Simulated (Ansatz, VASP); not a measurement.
Cd: VASP beside Ansatz

```xyz
2
Lattice="2.9789 0.0000 0.0000 -1.4894 2.5798 0.0000 0.0000 0.0000 5.6177" Properties=species:S:1:pos:R:3 pbc="T T T"
Cd    0.0000    1.8699    1.4044
Cd    1.4894    0.8599    4.2132
```

Change from the starting cell: one atom moved.

Alike in both runs: task single point; functional PBE; k mesh 15 × 15 × 8; occupations gaussian, width 0.1 eV; no spin polarisation.

```csv
,VASP,Ansatz
version,VASP 6.6.1,Ansatz 0.2.0
potentials or method,"VASP PAW PBE potentials, release 64 (Cd), cutoff 520 eV","scalar-relativistic, plane waves, PAW"
valence electrons in the cell,24,40
```

```tsv
	VASP	Ansatz	Ansatz less VASP
gap on the k mesh at the Fermi level (eV)	none	none	-
pressure (GPa)	3.3	2.9	-0.37
traceless stress, the component that is largest in VASP (GPa)	0.26	0.20	-0.064
rms of the force components (eV/Å)	0.030	0.029	-0.0008
```

Atom by atom the forces differ by 0.001 eV/Å (rms over components). A gap of «none» marks a metal or a gap that the smearing closes. VASP's potentials hold 24 valence electrons a cell and Ansatz's 40, so a difference there can come from the potentials and not from the codes.
